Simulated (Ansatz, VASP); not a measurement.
**Mn in VASP and in Ansatz**

```
Mn
1.0
     2.45133    0.00000    0.00000
    -1.22566    2.12291    0.00000
     0.00000    0.00000    7.90985
Mn
4
Direct
  0.00000 0.00000 0.00000
  0.00000 0.00000 0.50000
  0.33333 0.66667 0.25000
  0.66667 0.33333 0.75000
```

Alike in both runs: task single point; functional PBE; k mesh 16 × 16 × 5; occupations fermi-dirac, width 0.1 eV; no spin polarisation.

|  | VASP | Ansatz |
| --- | --- | --- |
| version | VASP 6.6.1 | Ansatz 0.2.0 |
| potentials or method | VASP PAW PBE potentials, release 64 (Mn_pv), cutoff 520 eV | plane waves (420 eV) with PAW, scalar-relativistic |
| valence electrons in the cell | 52 | 60 |

|  | VASP | Ansatz | Ansatz less VASP |
| --- | --- | --- | --- |
| pressure (GPa) | 12.4 | 12.5 | +0.14 |
| traceless stress, the component that is largest in VASP (GPa) | -0.08 | 0.00 | +0.077 |

The functional is the same, so the differences come from potentials, cutoffs and numerics. VASP's potentials hold 52 valence electrons a cell and Ansatz's 60, so a difference there can come from the potentials and not from the codes.
